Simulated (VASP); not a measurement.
# SiC (P6_3mc) in VASP: further runs

Aim: see how the results for SiC move with the level of theory and the settings. Levels: PBEsol+D4, BLYP+D4, PBE, BLYP. Tasks: single point.

Program: VASP 6.6.1. These are calculated values, not measurements. Logs are shortened: lines on timing, memory, paths and dates and some standing lists are left out, and cuts for length are marked.

### Step 1. The cell of the first run

The structure is hexagonal, space group P6_3mc (No. 186). The conventional cell has a = 3.053 Å, b = 3.053 Å, c = 14.965 Å, α = 90.00°, β = 90.00°, γ = 120.00°. Si (site symmetry 3m) has 4 C at 1.87 Å within 2.5 Å. Si (site symmetry 3m) has 4 C at 1.87 Å within 2.5 Å. Si (site symmetry 3m) has 4 C at 1.87 Å within 2.5 Å. Within 2.5 Å of C (site symmetry 3m) lie 4 Si at 1.87 Å. C (site symmetry 3m) has 4 Si at 1.87 Å within 2.5 Å. Within 2.5 Å of C (site symmetry 3m) lie 4 Si at 1.87 Å.

### Step 2. Single point, PBEsol+D4

INCAR

```
SYSTEM = SiC
PREC = Accurate
ENCUT = 520
EDIFF = 1E-6
ISMEAR = -1
SIGMA = 0.05
LREAL = .False.
LASPH = .True.
NELM = 80
ALGO = Normal
ISIF = 2
LWAVE = .False.
LCHARG = .False.
GGA = PS
IVDW = 13
NBANDS = 36
```

KPOINTS

```
regular mesh
0
Gamma
  10 10 2
  0 0 0
```

POSCAR

```
SiC
1.0
    3.0531705480      0.0000000000      0.0000000000
   -1.5265852740      2.6441232567      0.0000000000
    0.0000000000      0.0000000000     14.9649748670
Si C
6 6
Direct
    0.6666666667      0.3333333333      0.4583000000
    0.3333333333      0.6666666667      0.9583000000
    0.6666666667      0.3333333333      0.7917000000
    0.3333333333      0.6666666667      0.2917000000
    0.0000000000      0.0000000000      0.6250000000
    0.0000000000      0.0000000000      0.1250000000
    0.6666666667      0.3333333333      0.3333000000
    0.3333333333      0.6666666667      0.8333000000
    0.6666666667      0.3333333333      0.6667000000
    0.3333333333      0.6666666667      0.1667000000
    0.0000000000      0.0000000000      0.5000000000
    0.0000000000      0.0000000000      0.0000000000
```

Potentials or basis: VASP PAW PBE potentials, release 64 (Si, C).

Run with:

```bash
$ cat potpaw_PBE.64/Si/POTCAR potpaw_PBE.64/C/POTCAR > POTCAR
$ mpirun -np 1 vasp_std > vasp.out
```

OUTCAR:

```text
SYSTEM = SiC
   PREC = Accurate
   ENCUT = 520
   EDIFF = 1E-6
   ISMEAR = -1
   LREAL = .False.
   LASPH = .True.
   NELM = 80
   ISIF = 2
   GGA = PS
   IVDW = 13

 ion  position               nearest neighbor table
   1  0.667  0.333  0.458-  11 1.87  11 1.87  11 1.87   7 1.87   4 3.05   4 3.05   4 3.05   5 3.05
                             5 3.05   5 3.05
   2  0.333  0.667  0.958-  12 1.87  12 1.87  12 1.87   8 1.87   3 3.05   3 3.05   3 3.05   6 3.05
                             6 3.05   6 3.05
   3  0.667  0.333  0.792-   8 1.87   8 1.87   8 1.87   9 1.87   2 3.05   2 3.05   2 3.05   5 3.05
                             5 3.05   5 3.05
   4  0.333  0.667  0.292-   7 1.87   7 1.87   7 1.87  10 1.87   1 3.05   1 3.05   1 3.05   6 3.05
                             6 3.05   6 3.05
   5  0.000  0.000  0.625-   9 1.87   9 1.87   9 1.87  11 1.87   3 3.05   1 3.05   1 3.05   3 3.05
                             3 3.05   1 3.05
   6  0.000  0.000  0.125-  10 1.87  10 1.87  10 1.87  12 1.87   4 3.05   2 3.05   4 3.05   2 3.05
                             2 3.05   4 3.05
   7  0.667  0.333  0.333-   4 1.87   4 1.87   4 1.87   1 1.87
   8  0.333  0.667  0.833-   3 1.87   3 1.87   3 1.87   2 1.87
   9  0.667  0.333  0.667-   5 1.87   5 1.87   5 1.87   3 1.87
  10  0.333  0.667  0.167-   6 1.87   6 1.87   6 1.87   4 1.87
  11  0.000  0.000  0.500-   1 1.87   1 1.87   1 1.87   5 1.87
  12  0.000  0.000  0.000-   2 1.87   2 1.87   2 1.87   6 1.87

  LATTYP: Found a hexagonal cell.
 ALAT       =     3.0531705480
 C/A-ratio  =     4.9014539580

  Lattice vectors:

 A1 = (   3.0531705480,   0.0000000000,   0.0000000000)
 A2 = (  -1.5265852740,   2.6441232567,   0.0000000000)
 A3 = (   0.0000000000,   0.0000000000,  14.9649748670)

Analysis of symmetry for initial positions (statically):
=====================================================================
 Subroutine PRICEL returns:
 Original cell was already a primitive cell.

 Routine SETGRP: Setting up the symmetry group for a
 hexagonal supercell.

 Subroutine GETGRP returns: Found 12 space group operations
 (whereof  6 operations were pure point group operations)
 out of a pool of 24 trial point group operations.

The static configuration has the point symmetry C_3v.
 The point group associated with its full space group is C_6v.

Analysis of symmetry for dynamics (positions and initial velocities):
=====================================================================
 Subroutine PRICEL returns:
 Original cell was already a primitive cell.

 Routine SETGRP: Setting up the symmetry group for a
 hexagonal supercell.

 Subroutine GETGRP returns: Found 12 space group operations
 (whereof  6 operations were pure point group operations)
 out of a pool of 24 trial point group operations.

The dynamic configuration has the point symmetry C_3v.
 The point group associated with its full space group is C_6v.

 Subroutine INISYM returns: Found 12 space group operations
 (whereof  6 operations are pure point group operations),
 and found     1 'primitive' translations

----------------------------------------------------------------------------------------

                                     Primitive cell

  volume of cell :     120.8116

  direct lattice vectors                    reciprocal lattice vectors
     3.053170548  0.000000000  0.000000000     0.327528379  0.189098598  0.000000000
    -1.526585274  2.644123257  0.000000000     0.000000000  0.378197195  0.000000000
     0.000000000  0.000000000 14.964974867     0.000000000  0.000000000  0.066822698

  length of vectors
     3.053170548  3.053170548 14.964974867     0.378197195  0.378197195  0.066822698

  position of ions in fractional coordinates (direct lattice)
     0.666666667  0.333333333  0.458300000
     0.333333333  0.666666667  0.958300000
     0.666666667  0.333333333  0.791700000
     0.333333333  0.666666667  0.291700000
     0.000000000  0.000000000  0.625000000
     0.000000000  0.000000000  0.125000000
     0.666666667  0.333333333  0.333300000
     0.333333333  0.666666667  0.833300000
     0.666666667  0.333333333  0.666700000
     0.333333333  0.666666667  0.166700000
     0.000000000  0.000000000  0.500000000
     0.000000000  0.000000000  0.000000000

  ion indices of the primitive-cell ions
   primitive index   ion index
                 1           1
                 2           2
                 3           3
                 4           4
                 5           5
                 6           6
                 7           7
                 8           8
                 9           9
                10          10
                11          11
                12          12

----------------------------------------------------------------------------------------

 KPOINTS: regular mesh

Automatic generation of k-mesh.
 Grid dimensions read from file:
 generate k-points for:   10   10    2

 Generating k-lattice:

  Cartesian coordinates                     Fractional coordinates (reciprocal lattice)
     0.032752838  0.018909860  0.000000000     0.100000000  0.000000000  0.000000000
     0.000000000  0.037819720  0.000000000     0.000000000  0.100000000  0.000000000
     0.000000000  0.000000000  0.033411349     0.000000000  0.000000000  0.500000000

  Length of vectors
     0.037819720  0.037819720  0.033411349

  Shift w.r.t. Gamma in fractional coordinates (k-lattice)
     0.000000000  0.000000000  0.000000000

 Subroutine IBZKPT returns following result:
 ===========================================

 Found     28 irreducible k-points:

 Following reciprocal coordinates:
            Coordinates               Weight
  0.000000  0.000000  0.000000      1.000000
  0.100000  0.000000  0.000000      6.000000
  0.200000  0.000000  0.000000      6.000000
  0.300000  0.000000  0.000000      6.000000
  0.400000 -0.000000  0.000000      6.000000
  0.500000  0.000000  0.000000      3.000000
[... 16 lines left out ...]
  0.300000  0.100000  0.500000     12.000000
  0.400000  0.100000  0.500000     12.000000
 [... further k-points ...]
   k-points           NKPTS =     28   k-points in BZ     NKDIM =     28   number of bands    NBANDS=     36
   number of dos      NEDOS =    301   number of ions     NIONS =     12
   total plane-waves  NPLWV =  64512
   dimension x,y,z NGX =    24 NGY =   24 NGZ =  112
   dimension x,y,z NGXF=    48 NGYF=   48 NGZF=  224
   ions per type =               6   6
   NGX,Y,Z   is equivalent  to a cutoff of  13.07, 13.07, 12.44 a.u.
   NGXF,Y,Z  is equivalent  to a cutoff of  26.14, 26.14, 24.88 a.u.
 SYSTEM =  SiC
   PREC   = accura    normal or accurate (medium, high low for compatibility)
   ISTART =      0    job   : 0-new  1-cont  2-samecut
   ICHARG =      2    charge: 1-file 2-atom 10-const
   ISPIN  =      1    spin polarized calculation?
   LNONCOLLINEAR =      F non collinear calculations
   LSORBIT =      F    spin-orbit coupling
   LASPH  =      T    aspherical Exc in radial PAW
   ENCUT  =  520.0 eV  38.22 Ry    6.18 a.u.   5.68  5.68 27.82*2*pi/ulx,y,z
   NELM   =     80;   NELMIN=  2; NELMDL= -5     # of ELM steps
   EDIFF  = 0.1E-05   stopping-criterion for ELM
   LREAL  =      F    real-space projection
   EDIFFG = 0.1E-04   stopping-criterion for IOM
   NSW    =      0    number of steps for IOM
   IBRION =     -1    ionic relax: 0-MD 1-quasi-New 2-CG
   NFREE  =      0    steps in history (QN), initial steepest desc. (CG)
   ISIF   =      2    stress and relaxation
   ISYM   =      2    0-nonsym 1-usesym 2-fastsym
   POTIM  = 0.5000    time-step for ionic-motion
   TEBEG  =    0.0;   TEEND  =   0.0 temperature during run
   PSTRESS=    0.0 pullay stress
   NELECT =      48.0000    total number of electrons
   NUPDOWN=      -1.0000    fix difference up-down
   EMIN   =  10.00;   EMAX   =-10.00  energy-range for DOS
   EFERMI =   0.00;   METHOD = LEGACY
   ISMEAR =    -1;   SIGMA  =   0.05  broadening in eV -4-tet -1-fermi 0-gaus
   EFERMI_NEDOS =   21; number of points for ismear=-14 and -15
   IALGO  =     38    algorithm
   IMIX   =      4    mixing-type and parameters
     AMIX     =   0.40;   BMIX     =  1.00
     AMIX_MAG =   1.60;   BMIX_MAG =  1.00
  volume/ion in A,a.u.               =      10.07        67.94
  Fermi-wavevector in a.u.,A,eV,Ry     =   1.203517  2.274318 19.707411  1.448454
  Thomas-Fermi vector in A             =   2.339268
   LORBIT       =      0    0 simple, 1 ext, 2 COOP (PROOUT), +10 PAW based schemes
   GGA     = PS    functional components
   LHFCALC =     F    Hartree Fock is set to
   AEXX    =    0.0000 exact exchange contribution
   IVDW    =    13    specifies the selected vdW correction
   LEPSILON=     F    determine dielectric tensor
   LRPA    =     F    only Hartree local field effects (RPA)
 non-spin polarized calculation
  energy-cutoff  :      520.00
  volume of cell :      120.81
 maximum number of plane-waves:      3282
 NGX is ok and might be reduce to    24
   NGX = 11   NGY = 11   NGZ = 55

 number of electron      47.9999996 magnetization

 Free energy of the ion-electron system (eV)
  ---------------------------------------------------
  ext. energy  EPLUGINS =         0.00000000
  ---------------------------------------------------
  free energy    TOTEN  =       -95.43553115 eV

  energy without entropy =      -95.43553114  energy(sigma->0) =      -95.43553114

 E-fermi :   9.3613     XC(G=0): -11.6209

 val. band max:        8.4159039402   @ k =   0.0000   0.0000   0.0000
 cond. band min:      10.3152329375   @ k =   0.5000   0.0000   0.0000
 fundamental gap:      1.8993289973
 Fermi energy:         9.3612953214

 k-point     1 :       0.0000    0.0000    0.0000
  band No.  band energies     occupation
      1      -7.2824      2.00000
      2      -6.7512      2.00000
      3      -6.7043      2.00000
      4      -5.1672      2.00000
      5      -5.1347      2.00000
      6      -3.5638      2.00000
[... 28 lines left out ...]
     35      15.9243      0.00000
     36      15.9323      0.00000

 k-point     2 :       0.1000    0.0000    0.0000
  band No.  band energies     occupation
      1      -7.1045      2.00000
      2      -6.5758      2.00000
      3      -6.5284      2.00000
      4      -5.0004      2.00000
      5      -4.9673      2.00000
      6      -3.4144      2.00000
[... 28 lines left out ...]
     35      15.9131      0.00000
     36      15.9529      0.00000

 k-point     3 :       0.2000    0.0000    0.0000
  band No.  band energies     occupation
      1      -6.5769      2.00000
      2      -6.0569      2.00000
      3      -6.0074      2.00000
      4      -4.5114      2.00000
      5      -4.4766      2.00000
      6      -2.9867      2.00000
[... 28 lines left out ...]
     35      16.4210      0.00000
     36      16.7164      0.00000
[... 742 lines left out ...]
 k-point    23 :       0.3000    0.1000    0.5000
  band No.  band energies     occupation
      1      -4.9412      2.00000
      2      -4.9412      2.00000
      3      -3.9599      2.00000
      4      -3.9599      2.00000
      5      -2.4223      2.00000
      6      -2.4223      2.00000
[... 28 lines left out ...]
     35      16.1870      0.00000
     36      16.1870      0.00000

 k-point    24 :       0.4000    0.1000    0.5000
  band No.  band energies     occupation
      1      -3.8263      2.00000
      2      -3.8263      2.00000
      3      -3.1005      2.00000
      4      -3.1005      2.00000
      5      -2.2228      2.00000
      6      -2.2228      2.00000
[... 28 lines left out ...]
     35      16.0225      0.00000
     36      16.0225      0.00000

 [... further k-points ...]

------------------------ aborting loop because EDIFF is reached ----------------------------------------

  DFT-D4 for vdW energy calculation

  Edisp (eV):   -2.28503

  FORCE on cell =-STRESS in cart. coord.  units (eV):
  Direction    XX          YY          ZZ          XY          YZ          ZX
  --------------------------------------------------------------------------------------
  -------------------------------------------------------------------------------------
  Total       2.73928     2.73928     3.35006     0.00000     0.00000    -0.00000
  in kB      36.32771    36.32771    44.42773     0.00000     0.00000    -0.00000
  external pressure =       39.03 kB  Pullay stress =        0.00 kB

 VOLUME and BASIS-vectors are now :
 -----------------------------------------------------------------------------
  energy-cutoff  :      520.00
  volume of cell :      120.81
      direct lattice vectors                 reciprocal lattice vectors
     3.053170548  0.000000000  0.000000000     0.327528379  0.189098598  0.000000000
    -1.526585274  2.644123257  0.000000000     0.000000000  0.378197195  0.000000000
     0.000000000  0.000000000 14.964974867     0.000000000  0.000000000  0.066822698

 POSITION                                       TOTAL-FORCE (eV/Angst)
 -----------------------------------------------------------------------------------
      1.52659      0.88137      6.85845         0.000000      0.000000      0.061246
     -0.00000      1.76275     14.34094        -0.000000      0.000000      0.061246
      1.52659      0.88137     11.84777         0.000000     -0.000000      0.029393
     -0.00000      1.76275      4.36528         0.000000      0.000000      0.029393
      0.00000      0.00000      9.35311        -0.000000      0.000000      0.043537
      0.00000      0.00000      1.87062        -0.000000      0.000000      0.043537
      1.52659      0.88137      4.98783        -0.000000     -0.000000     -0.016096
     -0.00000      1.76275     12.47031        -0.000000      0.000000     -0.016096
      1.52659      0.88137      9.97715         0.000000     -0.000000      0.032658
     -0.00000      1.76275      2.49466        -0.000000      0.000000      0.032658
      0.00000      0.00000      7.48249        -0.000000      0.000000     -0.150739
      0.00000      0.00000      0.00000         0.000000     -0.000000     -0.150739
 -----------------------------------------------------------------------------------
    total drift:                               -0.000000     -0.000000      0.000380

  FREE ENERGIE OF THE ION-ELECTRON SYSTEM (eV)
  ---------------------------------------------------
  free  energy   TOTEN  =       -97.7205614906 eV

  energy  without entropy=      -97.7205614900  energy(sigma->0) =      -97.72056149
```

It took 2.6 min on 1 thread of Intel Xeon 8259CL, shared host; peak memory 0.28 GiB.

Results:

| Property | Result |
| --- | --- |
| Free energy | -97.7206 eV |
| Pressure | 3.9 GPa |
| Largest force | 0.151 eV/Å |
| Band gap on the k mesh | 1.90 eV (least direct gap 3.01 eV) |
| Dispersion energy per atom | -0.190 eV |

Forces on the atoms (eV/Å):
```
Si   0.000  0.000  0.061
Si   0.000  0.000  0.061
Si   0.000  0.000  0.029
Si   0.000  0.000  0.029
Si   0.000  0.000  0.044
Si   0.000  0.000  0.044
C    0.000  0.000 -0.016
C    0.000  0.000 -0.016
C    0.000  0.000  0.033
C    0.000  0.000  0.033
C    0.000  0.000 -0.151
C    0.000  0.000 -0.151
```

Caveat: the cell stands under pressure; the PAW data sets were made with another functional, which shifts forces and pressure a little. A k mesh can miss the band edges.

### Step 3. Single point, BLYP+D4

INCAR

```
  PREC = Accurate
  ENCUT = 520
  EDIFF = 1E-6
  ISMEAR = -1
  SIGMA = 0.05
  LREAL = False
  LASPH = True
  NELM = 80
  ALGO = Normal
  ISIF = 2
  LWAVE = False
  LCHARG = False
  GGA = B5
  ALDAX = 1.0
  AGGAX = 1.0
  AGGAC = 1.0
  ALDAC = 0.0
  IVDW = 13
  VDW_S6 = 1.0
  VDW_S8 = 2.34076671
  VDW_A1 = 0.44488865
  VDW_A2 = 4.0933009
  NBANDS = 36
```

KPOINTS

```
regular mesh
0
Gamma
  10 10 2
```

POSCAR is that of step 2.

Potentials or basis: VASP PAW PBE potentials, release 64 (Si, C).

Run with:

```bash
$ cat potpaw_PBE.64/Si/POTCAR potpaw_PBE.64/C/POTCAR > POTCAR
$ mpirun -np 1 vasp_std > vasp.out
```

It took 3.2 min on 1 thread of Intel Xeon 8259CL, shared host; peak memory 0.28 GiB.

It converged, with:

- Free energy: -89.4975 eV
- Pressure: 5.7 GPa
- Largest force: 0.152 eV/Å
- Band gap on the k mesh: 2.33 eV (least direct gap 3.43 eV)
- Dispersion energy per atom: -0.656 eV

Forces in eV/Å, atoms in the order of the input:
```
Si   0.000  0.000  0.047
Si   0.000  0.000  0.047
Si   0.000  0.000  0.027
Si   0.000  0.000  0.027
Si   0.000  0.000  0.050
Si   0.000  0.000  0.050
C    0.000  0.000 -0.017
C    0.000  0.000 -0.017
C    0.000  0.000  0.046
C    0.000  0.000  0.046
C    0.000  0.000 -0.152
C    0.000  0.000 -0.152
```

Stress tensor (GPa, compression positive):
```
5.39 0.00 0.00
0.00 5.39 0.00
0.00 0.00 6.36
```

Levels at points of the mesh, in eV from the valence-band top:
| k point | band 21 | band 22 | band 23 | band 24 | band 25 | band 26 | band 27 | band 28 |
| --- | --- | --- | --- | --- | --- | --- | --- | --- |
| (0.00, 0.00, 0.00) | -0.30 | -0.05 | 0.00 | 0.00 | 5.55 | 5.72 | 6.13 | 6.65 |
| (0.50, 0.00, 0.00) | -1.81 | -1.78 | -1.65 | -1.10 | 2.33 | 2.52 | 3.54 | 4.21 |
| (0.00, 0.00, 0.50) | -0.10 | -0.10 | -0.10 | -0.10 | 5.61 | 5.61 | 6.36 | 6.36 |
| (0.50, 0.00, 0.50) | -1.71 | -1.71 | -1.30 | -1.30 | 2.38 | 2.38 | 3.75 | 3.75 |

Caveat: the cell stands under pressure; the PAW data sets were made with another functional, which shifts forces and pressure a little.

### Step 4. Single point, PBE

INCAR

```
PREC     = Accurate       # precision mode
ENCUT    = 520            # plane-wave cutoff, eV
EDIFF    = 1E-6           # SCF threshold, eV
ISMEAR   = -1             # smearing method
SIGMA    = 0.05           # smearing width, eV
LREAL    = F              # projectors in reciprocal space
LASPH    = T              # aspherical terms in the spheres
NELM     = 80             # most SCF steps
ALGO     = Normal         # electronic algorithm
ISIF     = 2              # what is computed and relaxed
LWAVE    = F              # write WAVECAR
LCHARG   = F              # write CHGCAR
GGA      = PE             # functional
NBANDS   = 36             # bands
```

KPOINTS is that of step 3.

POSCAR is that of step 3.

Run with:

```bash
$ cat potpaw_PBE.64/Si/POTCAR potpaw_PBE.64/C/POTCAR > POTCAR
$ mpirun -np 1 vasp_std > vasp.out
```

Wall time 2.8 min (1 thread of Intel Xeon 8259CL, shared host); peak memory 0.28 GiB.

Results (log left out):

* Free energy: -90.2216 eV
* Pressure: 9.6 GPa
* Largest force: 0.149 eV/Å
* Band gap on the k mesh: 2.01 eV (least direct gap 3.11 eV)

Forces in eV/Å, atoms in the order of the input:
```
Si   0.000  0.000  0.061
Si   0.000  0.000  0.061
Si   0.000  0.000  0.029
Si   0.000  0.000  0.029
Si   0.000  0.000  0.041
Si   0.000  0.000  0.041
C    0.000  0.000 -0.016
C    0.000  0.000 -0.016
C    0.000  0.000  0.034
C    0.000  0.000  0.034
C    0.000  0.000 -0.149
C    0.000  0.000 -0.149
```

Stress tensor (GPa, compression positive):
```
 9.35  0.00  0.00
 0.00  9.35  0.00
 0.00  0.00 10.15
```

Levels at points of the mesh, in eV from the valence-band top:
```
           k point  band 20  band 21  band 22  band 23  band 24  band 25  band 26  band 27  band 28  band 29
(0.00, 0.00, 0.00)    -0.30    -0.30    -0.05     0.00     0.00     5.40     5.57     5.99     6.50     6.62
(0.50, 0.00, 0.00)    -2.29    -1.84    -1.80    -1.69    -1.10     2.01     2.21     3.26     3.94     4.67
(0.00, 0.00, 0.50)    -0.65    -0.10    -0.10    -0.10    -0.10     5.46     5.46     6.22     6.22     6.94
(0.50, 0.00, 0.50)    -2.39    -1.74    -1.74    -1.32    -1.32     2.06     2.06     3.48     3.48     4.95
```

Caveat: the cell stands under pressure.

(Continued in part 2 of 2.)
